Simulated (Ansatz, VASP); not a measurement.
**NbC: VASP beside Ansatz**

File INCAR:

```
SYSTEM = NbC
PREC     = Accurate       ! precision mode
ENCUT    = 600            ! plane-wave cutoff, eV
EDIFF    = 1E-6           ! SCF threshold, eV
ISMEAR   = 0              ! smearing method
SIGMA    = 0.05           ! smearing width, eV
LREAL    = .False.        ! projectors in reciprocal space
LASPH    = .True.         ! aspherical terms in the spheres
NELM     = 120            ! most SCF steps
ALGO     = Normal         ! electronic algorithm
ISIF     = 2              ! what is computed and relaxed
LWAVE    = .False.        ! write WAVECAR
LCHARG   = .False.        ! write CHGCAR
GGA      = RE             ! functional
NBANDS   = 16             ! bands
GGA_COMPAT= .False.
```

KPOINTS

```
Automatic mesh
0
Gamma
  10 10 10
  0 0 0
```

POSCAR

```
NbC
1.0
    0.0000000000      2.2183610682      2.2183610682
    2.2183610682      0.0000000000      2.2183610682
    2.2183610682      2.2183610682      0.0000000000
Nb C
1 1
Direct
    0.0000000000      0.0000000000      0.0000000000
    0.5000000000      0.5000000000      0.5000000000
```

Input for Ansatz:

```yaml
crystal:
  lattice:
    - [0.0, 2.2183610682, 2.2183610682]
    - [2.2183610682, 0.0, 2.2183610682]
    - [2.2183610682, 2.2183610682, 0.0]
  atoms:
    - { symbol: Nb, position: [0.0, 0.0, 0.0] }
    - { symbol: C, position: [0.5, 0.5, 0.5] }
basis:
  ecutwfc: 420
  ecutrho_ratio: 4
kpoints:
  mp_grid: { grid: [10, 10, 10] }
hamiltonian:
  xc: revpbe
scf:
  occupations: { method: gaussian, width: 0.05 }
output:
  forces: true
  stress: true
  eigenvalues: true
```

Alike in both runs: task single point; functional revPBE; k mesh 10 × 10 × 10; occupations gaussian, width 0.05 eV; no spin polarisation.

|  | VASP | Ansatz |
| --- | --- | --- |
| version | VASP 6.6.1 | Ansatz 0.2.0 |
| potentials or method | VASP PAW PBE potentials, release 64 (Nb_sv, C), cutoff 600 eV | scalar-relativistic, plane waves, PAW |
| valence electrons in the cell | 17 | 17 |

|  | VASP | Ansatz | Ansatz less VASP |
| --- | --- | --- | --- |
| gap on the k mesh at the Fermi level (eV) | none | none | - |
| pressure (GPa) | 12.4 | 13.2 | +0.78 |

VASP's potentials were made for PBE, not for revPBE. A gap of «none» marks a metal or a gap that the smearing closes. With one functional, cell and mesh, what is left measures potentials, basis and numerics.
